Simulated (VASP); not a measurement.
# Rh (Fm-3m) in VASP: further runs

The runs below take Rh through single point, with LDA.

Program: VASP 6.6.1. These are calculated values, not measurements. Logs are shortened: lines on timing, memory, paths and dates and some standing lists are left out, and cuts for length are marked.

## 1. The cell of the first run

The structure is cubic, space group Fm-3m (No. 225). Conventional cell: a = 3.967 Å, b = 3.967 Å, c = 3.967 Å, α = 90.00°, β = 90.00°, γ = 90.00°. Within 3.7 Å of Rh (site symmetry m-3m) lie 12 Rh at 2.81 Å.

## 2. Single point, LDA, collinear spin, ferromagnetic start (15.61 Å³/atom)

Contents of INCAR:

```
SYSTEM = Rh
  PREC = Accurate
  ENCUT = 520
  EDIFF = 1E-6
  ISMEAR = 0
  SIGMA = 0.15
  LREAL = .FALSE.
  LASPH = .TRUE.
  NELM = 150
  ALGO = Normal
  ISIF = 2
  LWAVE = .FALSE.
  LCHARG = .TRUE.
  ISPIN = 2
  MAGMOM = 0.875
  LORBIT = 11
  NUPDOWN = 0.875
  LMAXMIX = 4
  LELF = .TRUE.
  LVHAR = .TRUE.
  NBANDS = 18
```

Contents of KPOINTS:

```
regular mesh
0
G
  22 22 22
  0 0 0
```

Contents of POSCAR:

```
Rh
1.0
    0.0000000000      1.9834890697      1.9834890697
    1.9834890697      0.0000000000      1.9834890697
    1.9834890697      1.9834890697      0.0000000000
Rh
1
Direct
    0.0000000000      0.0000000000      0.0000000000
```

Potentials or basis: VASP PAW LDA potentials, release 64 (Rh_pv).

Run with:

```bash
$ cat potpaw_LDA.64/Rh_pv/POTCAR > POTCAR
$ mpirun -np 1 vasp_std > vasp.out
```

OUTCAR:

```text
SYSTEM = Rh
   PREC = Accurate
   ENCUT = 520
   EDIFF = 1E-6
   ISMEAR = 0
   LREAL = .FALSE.
   LASPH = .TRUE.
   NELM = 150
   ISIF = 2
   ISPIN = 2
   LORBIT = 11
   NUPDOWN = 0.875

 ion  position               nearest neighbor table
   1  0.000  0.000  0.000-

  LATTYP: Found a face centered cubic cell.
 ALAT       =     3.9669781394

  Lattice vectors:

 A1 = (   0.0000000000,   1.9834890697,   1.9834890697)
 A2 = (   1.9834890697,   0.0000000000,   1.9834890697)
 A3 = (   1.9834890697,   1.9834890697,   0.0000000000)

Analysis of symmetry for initial positions (statically):
=====================================================================
 Subroutine PRICEL returns:
 Original cell was already a primitive cell.

 Routine SETGRP: Setting up the symmetry group for a
 face centered cubic supercell.

 Subroutine GETGRP returns: Found 48 space group operations
 (whereof 48 operations were pure point group operations)
 out of a pool of 48 trial point group operations.

The static configuration has the point symmetry O_h .

Analysis of symmetry for dynamics (positions and initial velocities):
=====================================================================
 Subroutine PRICEL returns:
 Original cell was already a primitive cell.

 Routine SETGRP: Setting up the symmetry group for a
 face centered cubic supercell.

 Subroutine GETGRP returns: Found 48 space group operations
 (whereof 48 operations were pure point group operations)
 out of a pool of 48 trial point group operations.

The dynamic configuration has the point symmetry O_h .

Analysis of structural, dynamic, and magnetic symmetry:
=====================================================================
 Subroutine PRICEL returns:
 Original cell was already a primitive cell.

 Routine SETGRP: Setting up the symmetry group for a
 face centered cubic supercell.

 Subroutine GETGRP returns: Found 48 space group operations
 (whereof 48 operations were pure point group operations)
 out of a pool of 48 trial point group operations.

The overall configuration has the point symmetry O_h .

 Subroutine INISYM returns: Found 48 space group operations
 (whereof 48 operations are pure point group operations),
 and found     1 'primitive' translations

----------------------------------------------------------------------------------------

                                     Primitive cell

  volume of cell :      15.6070

  direct lattice vectors                    reciprocal lattice vectors
     0.000000000  1.983489070  1.983489070    -0.252081046  0.252081046  0.252081046
     1.983489070  0.000000000  1.983489070     0.252081046 -0.252081046  0.252081046
     1.983489070  1.983489070  0.000000000     0.252081046  0.252081046 -0.252081046

  length of vectors
     2.805077143  2.805077143  2.805077143     0.436617180  0.436617180  0.436617180

  position of ions in fractional coordinates (direct lattice)
     0.000000000  0.000000000  0.000000000

  ion indices of the primitive-cell ions
   primitive index   ion index
                 1           1

----------------------------------------------------------------------------------------

 KPOINTS: regular mesh

Automatic generation of k-mesh.
 Grid dimensions read from file:
 generate k-points for:   22   22   22

 Generating k-lattice:

  Cartesian coordinates                     Fractional coordinates (reciprocal lattice)
    -0.011458229  0.011458229  0.011458229     0.045454545  0.000000000  0.000000000
     0.011458229 -0.011458229  0.011458229     0.000000000  0.045454545  0.000000000
     0.011458229  0.011458229 -0.011458229     0.000000000  0.000000000  0.045454545

  Length of vectors
     0.019846235  0.019846235  0.019846235

  Shift w.r.t. Gamma in fractional coordinates (k-lattice)
     0.000000000  0.000000000  0.000000000

 Subroutine IBZKPT returns following result:
 ===========================================

 Found    328 irreducible k-points:

 Following reciprocal coordinates:
            Coordinates               Weight
  0.000000  0.000000  0.000000      1.000000
  0.045455  0.000000  0.000000      8.000000
  0.090909  0.000000  0.000000      8.000000
  0.136364  0.000000  0.000000      8.000000
  0.181818  0.000000  0.000000      8.000000
  0.227273  0.000000  0.000000      8.000000
[... 16 lines left out ...]
  0.500000  0.045455  0.000000     24.000000
 -0.454545  0.045455  0.000000     24.000000
 [... further k-points ...]
   k-points           NKPTS =    328   k-points in BZ     NKDIM =    328   number of bands    NBANDS=     18
   number of dos      NEDOS =    301   number of ions     NIONS =      1
   total plane-waves  NPLWV =  13824
   dimension x,y,z NGX =    24 NGY =   24 NGZ =   24
   dimension x,y,z NGXF=    48 NGYF=   48 NGZF=   48
   ions per type =               1
   NGX,Y,Z   is equivalent  to a cutoff of  14.22, 14.22, 14.22 a.u.
   NGXF,Y,Z  is equivalent  to a cutoff of  28.45, 28.45, 28.45 a.u.
 SYSTEM =  Rh
   PREC   = accura    normal or accurate (medium, high low for compatibility)
   ISTART =      0    job   : 0-new  1-cont  2-samecut
   ICHARG =      2    charge: 1-file 2-atom 10-const
   ISPIN  =      2    spin polarized calculation?
   LNONCOLLINEAR =      F non collinear calculations
   LSORBIT =      F    spin-orbit coupling
   LASPH  =      T    aspherical Exc in radial PAW
   ENCUT  =  520.0 eV  38.22 Ry    6.18 a.u.   5.22  5.22  5.22*2*pi/ulx,y,z
   NELM   =    150;   NELMIN=  2; NELMDL= -5     # of ELM steps
   EDIFF  = 0.1E-05   stopping-criterion for ELM
   LREAL  =      F    real-space projection
   EDIFFG = 0.1E-04   stopping-criterion for IOM
   NSW    =      0    number of steps for IOM
   IBRION =     -1    ionic relax: 0-MD 1-quasi-New 2-CG
   NFREE  =      0    steps in history (QN), initial steepest desc. (CG)
   ISIF   =      2    stress and relaxation
   ISYM   =      2    0-nonsym 1-usesym 2-fastsym
   POTIM  = 0.5000    time-step for ionic-motion
   TEBEG  =    0.0;   TEEND  =   0.0 temperature during run
   PSTRESS=    0.0 pullay stress
   NELECT =      15.0000    total number of electrons
   NUPDOWN=       0.8750    fix difference up-down
   EMIN   =  10.00;   EMAX   =-10.00  energy-range for DOS
   EFERMI =   0.00;   METHOD = LEGACY
   ISMEAR =     0;   SIGMA  =   0.15  broadening in eV -4-tet -1-fermi 0-gaus
   EFERMI_NEDOS =   21; number of points for ismear=-14 and -15
   IALGO  =     38    algorithm
   IMIX   =      4    mixing-type and parameters
     AMIX     =   0.40;   BMIX     =  1.00
     AMIX_MAG =   1.60;   BMIX_MAG =  1.00
  volume/ion in A,a.u.               =      15.61       105.32
  Fermi-wavevector in a.u.,A,eV,Ry     =   1.615594  3.053029 35.513144  2.610142
  Thomas-Fermi vector in A             =   2.710316
   LORBIT       =     11    0 simple, 1 ext, 2 COOP (PROOUT), +10 PAW based schemes
   GGA     = CA    functional components
   LHFCALC =     F    Hartree Fock is set to
   AEXX    =    0.0000 exact exchange contribution
   IVDW    =     0    specifies the selected vdW correction
   LEPSILON=     F    determine dielectric tensor
   LRPA    =     F    only Hartree local field effects (RPA)
 spin polarized calculation
 Gauss-broadening in eV      SIGMA  =   0.15
  energy-cutoff  :      520.00
  volume of cell :       15.61
 maximum number of plane-waves:       444
 NGX is ok and might be reduce to    24
   NGX = 11   NGY = 11   NGZ = 11

 number of electron      15.0000002 magnetization       0.8750000

 Free energy of the ion-electron system (eV)
  ---------------------------------------------------
  ext. energy  EPLUGINS =         0.00000000
  ---------------------------------------------------
  free energy    TOTEN  =        -8.29712205 eV

  energy without entropy =       -8.27434815  energy(sigma->0) =       -8.28573510

 E-fermi :   9.2348     XC(G=0): -13.5531

 val. band max:        9.6772971152   @ k =  -0.4545   0.1818   0.0455
 cond. band min:       9.2439221630   @ k =   0.2273   0.0909   0.0455
 fundamental gap:     -0.4333749521
 Fermi energy:         9.6776608384

 spin component 1

 k-point     1 :       0.0000    0.0000    0.0000
  band No.  band energies     occupation
      1     -36.6979      1.00000
      2     -36.6979      1.00000
      3     -36.6979      1.00000
      4       2.2990      1.00000
      5       6.7374      1.00000
      6       6.7374      1.00000
[... 10 lines left out ...]
     17      39.1193      0.00000
     18      39.1193      0.00000

 k-point     2 :       0.0455    0.0000    0.0000
  band No.  band energies     occupation
      1     -36.7078      1.00000
      2     -36.6993      1.00000
      3     -36.6993      1.00000
      4       2.3734      1.00000
      5       6.7081      1.00000
      6       6.7650      1.00000
[... 10 lines left out ...]
     17      38.8986      0.00000
     18      38.8986      0.00000
[... 442 lines left out ...]
 k-point    24 :      -0.4545    0.0455    0.0000
  band No.  band energies     occupation
      1     -37.1648      1.00000
      2     -36.7727      1.00000
      3     -36.7654      1.00000
      4       4.2209      1.00000
      5       6.6507      1.00000
      6       6.7299      1.00000
[... 10 lines left out ...]
     17      39.2642      0.00000
     18      44.9274      0.00000

 [... further k-points ...]

 spin component 2

 k-point     1 :       0.0000    0.0000    0.0000
  band No.  band energies     occupation
      1     -36.0732      1.00000
      2     -36.0732      1.00000
      3     -36.0732      1.00000
      4       2.4754      1.00000
      5       7.2507      1.00000
      6       7.2507      1.00000
[... 10 lines left out ...]
     17      39.3791      0.00000
     18      39.3791      0.00000

 k-point     2 :       0.0455    0.0000    0.0000
  band No.  band energies     occupation
      1     -36.0833      1.00000
      2     -36.0746      1.00000
      3     -36.0746      1.00000
      4       2.5499      1.00000
      5       7.2194      1.00000
      6       7.2786      1.00000
[... 10 lines left out ...]
     17      39.1589      0.00000
     18      39.1589      0.00000
[... 442 lines left out ...]
 k-point    24 :      -0.4545    0.0455    0.0000
  band No.  band energies     occupation
      1     -36.5488      1.00000
      2     -36.1491      1.00000
      3     -36.1417      1.00000
      4       4.5987      1.00000
      5       7.1704      1.00000
      6       7.2534      1.00000
[... 10 lines left out ...]
     17      39.4674      0.00000
     18      45.2406      0.00000

 [... further k-points ...]
[... 5 lines left out ...]
  --------------------------------------------------------------------------------------
  -------------------------------------------------------------------------------------
  Total       -2.8808103     -2.8808103     -2.8808103      0.0000000     -0.0000000      0.0000000
  in kB     -295.7371013   -295.7371013   -295.7371013      0.0000000     -0.0000000      0.0000000
  external PRESSURE =    -295.7371013 kB  Pullay stress =       0.0000000 kB

 VOLUME and BASIS-vectors are now :
 -----------------------------------------------------------------------------
  energy-cutoff  :      520.00
  volume of cell :       15.61
      direct lattice vectors                 reciprocal lattice vectors
     0.000000000  1.983489070  1.983489070    -0.252081046  0.252081046  0.252081046
     1.983489070  0.000000000  1.983489070     0.252081046 -0.252081046  0.252081046
     1.983489070  1.983489070  0.000000000     0.252081046  0.252081046 -0.252081046

 POSITION                                       TOTAL-FORCE (eV/Angst)
 -----------------------------------------------------------------------------------
      0.00000      0.00000      0.00000         0.000000     -0.000000     -0.000000
 -----------------------------------------------------------------------------------
    total drift:                               -0.000000      0.000000     -0.000000

  FREE ENERGIE OF THE ION-ELECTRON SYSTEM (eV)
  ---------------------------------------------------
  free  energy   TOTEN  =        -8.2971220479 eV

  energy  without entropy=       -8.2743481481  energy(sigma->0) =       -8.28573510

 total charge

# of ion       s       p       d       tot
------------------------------------------
    1        0.367   6.227   6.995  13.589

 magnetization (x)

# of ion       s       p       d       tot
------------------------------------------
    1        0.001   0.003   0.856   0.859
```

Wall time 51 s (1 thread of Intel Xeon 6975P-C (Granite Rapids), shared host); peak memory 0.24 GiB.

What came out:

| Quantity | Value |
| --- | --- |
| Free energy | -8.2971 eV |
| Pressure | -29.6 GPa |
| Net moment | 0.88 μB per cell |
| Site moments | Rh +0.86 μB |
| Valence electrons inside the program's atomic spheres | Rh 13.59 |

Caveat: the cell stands under tension; the total moment is fixed, so each spin has its own Fermi level.

## 3. Single point, LDA, collinear spin, ferromagnetic start (15.61 Å³/atom)

Contents of INCAR:

```
  PREC = Accurate
  ENCUT = 520
  EDIFF = 1E-6
  ISMEAR = 0
  SIGMA = 0.15
  LREAL = F
  LASPH = T
  NELM = 150
  ALGO = Normal
  ISIF = 2
  LWAVE = F
  LCHARG = F
  ISPIN = 2
  MAGMOM = 0.625
  LORBIT = 11
  NUPDOWN = 0.625
  LMAXMIX = 4
  NBANDS = 18
```

Contents of KPOINTS:

```
Automatic mesh
0
Gamma
  22 22 22
```

POSCAR is that of step 2.

Potentials or basis: VASP PAW LDA potentials, release 64 (Rh_pv).

Run with:

```bash
$ cat potpaw_LDA.64/Rh_pv/POTCAR > POTCAR
$ mpirun -np 1 vasp_std > vasp.out
```

Wall time 45 s (1 thread of Intel Xeon 6975P-C (Granite Rapids), shared host); peak memory 0.24 GiB.

Results (log left out):

| Quantity | Value |
| --- | --- |
| Free energy | -8.3459 eV |
| Pressure | -31.9 GPa |
| Net moment | 0.62 μB per cell |
| Site moments | Rh +0.61 μB |
| Valence electrons inside the program's atomic spheres | Rh 13.59 |

Caveat: the cell stands under tension; the total moment is fixed, so each spin has its own Fermi level.

## 4. Single point, LDA, collinear spin (15.61 Å³/atom)

Contents of INCAR:

```
SYSTEM = Rh
ALGO = Normal
EDIFF = 1E-6
ENCUT = 520
ISIF = 2
ISMEAR = 0
ISPIN = 2
LASPH = .TRUE.
LCHARG = .FALSE.
LMAXMIX = 4
LORBIT = 11
LREAL = .FALSE.
LWAVE = .FALSE.
MAGMOM = 0.125
NBANDS = 18
NELM = 150
NUPDOWN = 0.125
PREC = Accurate
SIGMA = 0.15
```

Contents of KPOINTS:

```
k-points
0
G
  22 22 22
  0 0 0
```

POSCAR is that of step 3.

Potentials or basis: VASP PAW LDA potentials, release 64 (Rh_pv).

Run with:

```bash
$ cat potpaw_LDA.64/Rh_pv/POTCAR > POTCAR
$ mpirun -np 1 vasp_std > vasp.out
```

OUTCAR:

```text
SYSTEM = Rh
   EDIFF = 1E-6
   ENCUT = 520
   ISIF = 2
   ISMEAR = 0
   ISPIN = 2
   LASPH = .TRUE.
   LORBIT = 11
   LREAL = .FALSE.
   NELM = 150
   NUPDOWN = 0.125
   PREC = Accurate

 ion  position               nearest neighbor table
   1  0.000  0.000  0.000-

  LATTYP: Found a face centered cubic cell.
 ALAT       =     3.9669781394

  Lattice vectors:
[... 716 lines left out ...]
      6       6.9862      1.00000
[... 493 lines left out ...]
     17      39.3665      0.00000
     18      45.1018      0.00000

 [... further k-points ...]
[... 5 lines left out ...]
  --------------------------------------------------------------------------------------
  -------------------------------------------------------------------------------------
  Total       -3.2804031     -3.2804031     -3.2804031      0.0000000     -0.0000000     -0.0000000
  in kB     -336.7583411   -336.7583411   -336.7583411      0.0000000     -0.0000000     -0.0000000
  external PRESSURE =    -336.7583411 kB  Pullay stress =       0.0000000 kB

 VOLUME and BASIS-vectors are now :
 -----------------------------------------------------------------------------
  energy-cutoff  :      520.00
  volume of cell :       15.61
      direct lattice vectors                 reciprocal lattice vectors
     0.000000000  1.983489070  1.983489070    -0.252081046  0.252081046  0.252081046
     1.983489070  0.000000000  1.983489070     0.252081046 -0.252081046  0.252081046
     1.983489070  1.983489070  0.000000000     0.252081046  0.252081046 -0.252081046

 POSITION                                       TOTAL-FORCE (eV/Angst)
 -----------------------------------------------------------------------------------
      0.00000      0.00000      0.00000         0.000000      0.000000      0.000000
 -----------------------------------------------------------------------------------
    total drift:                               -0.000000      0.000000      0.000000

  FREE ENERGIE OF THE ION-ELECTRON SYSTEM (eV)
  ---------------------------------------------------
  free  energy   TOTEN  =        -8.3983095146 eV

  energy  without entropy=       -8.3798411059  energy(sigma->0) =       -8.38907531

 total charge

# of ion       s       p       d       tot
------------------------------------------
    1        0.366   6.229   6.989  13.584

 magnetization (x)

# of ion       s       p       d       tot
------------------------------------------
    1       -0.000   0.000   0.123   0.123
```

OSZICAR:

```text
N       E                     dE             d eps       ncg     rms          rms(c)
DAV:   1     0.133679134223E+03    0.13368E+03   -0.79789E+03 23712   0.870E+02
DAV:   2    -0.633277583149E+01   -0.14001E+03   -0.13254E+03 25276   0.293E+02
DAV:   3    -0.897474943973E+01   -0.26420E+01   -0.26271E+01 27136   0.426E+01
DAV:   4    -0.898473705924E+01   -0.99876E-02   -0.99867E-02 26070   0.266E+00
DAV:   5    -0.898480584595E+01   -0.68787E-04   -0.68786E-04 25894   0.197E-01    0.785E+00
DAV:   6    -0.841409289255E+01    0.57071E+00   -0.68593E-01 24410   0.109E+01    0.226E+00
DAV:   7    -0.840293212542E+01    0.11161E-01   -0.75576E-03 25394   0.948E-01    0.128E+00
DAV:   8    -0.839825420100E+01    0.46779E-02   -0.27628E-03 26914   0.564E-01    0.123E-01
DAV:   9    -0.839830907816E+01   -0.54877E-04   -0.57365E-05 25232   0.738E-02    0.300E-02
DAV:  10    -0.839830951461E+01   -0.43645E-06   -0.39360E-06 25898   0.188E-02
   1 F= -.83983095E+01 E0= -.83890753E+01  d E =-.184684E-01  mag=     0.1250
```

stdout:

```text
POSCAR found type information on POSCAR Rh
 POSCAR found :  1 types and       1 ions
 scaLAPACK will be used
 LDA part: xc-table for (Slater(with rela. corr.)+CA(PZ))
 , standard interpolation
 POSCAR, INCAR and KPOINTS ok, starting setup
 FFT: planning ... GRIDC
 FFT: planning ... GRID_SOFT
 FFT: planning ... GRID
 WAVECAR not read
 entering main loop
```

Run time: 43 s. Hardware: 1 thread of Intel Xeon 6975P-C (Granite Rapids), shared host; peak memory 0.24 GiB.

What came out:

* Free energy: -8.3983 eV
* Pressure: -33.7 GPa
* Net moment: 0.12 μB per cell
* Site moments: Rh +0.12 μB
* Valence electrons inside the program's atomic spheres: Rh 13.58

Caveat: the cell stands under tension; the total moment is fixed, so each spin has its own Fermi level.

## 5. Summary

| spin | fixed moment (μB) | pressure (GPa) | moment (μB) |
| --- | --- | --- | --- |
| collinear, ferromagnetic start | 0.875 | -29.6 | 0.88 |
| collinear, ferromagnetic start | 0.625 | -31.9 | 0.62 |
| collinear | 0.125 | -33.7 | 0.12 |

Alike in all rows: task single point; level LDA; potentials or basis VASP PAW LDA potentials, release 64 (Rh_pv); cell as given; k mesh 22 × 22 × 22; cutoff (eV) 520; smearing gaussian 0.15 eV.

Caveats: the cell stands under tension; the total moment is fixed, so each spin has its own Fermi level.

Total energies depend on the potentials used, so only differences within one code and one set of settings carry meaning.
